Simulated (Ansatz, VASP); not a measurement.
**Te: VASP beside Ansatz**

```xyz
1
Lattice="2.0235 -2.6999 0.0000 2.0235 2.6999 0.0000 0.0000 0.0000 3.3150" Properties=species:S:1:pos:R:3 pbc="T T T"
Te    2.0235    0.0000    1.6575
```

Alike in both runs: task single point; functional PBE; k mesh 6 × 6 × 6; occupations gaussian, width 0.1 eV; no spin polarisation.

```csv
,VASP,Ansatz
version,VASP 6.6.1,Ansatz 0.2.0
potentials or method,"VASP PAW PBE potentials, release 64 (Te), cutoff 520 eV","scalar-relativistic, plane waves, PAW"
valence electrons in the cell,6,16
```

|  | VASP | Ansatz | Ansatz less VASP |
| --- | --- | --- | --- |
| gap on the k mesh at the Fermi level (eV) | none | none | - |
| pressure (GPa) | -5.0 | -4.9 | +0.05 |
| traceless stress, the component that is largest in VASP (GPa) | -2.03 | -2.02 | +0.001 |

A gap of «none» marks a metal or a gap that the smearing closes. VASP's potentials hold 6 valence electrons a cell and Ansatz's 16, so a difference there can come from the potentials and not from the codes.

Neither program's run includes spin-orbit coupling.
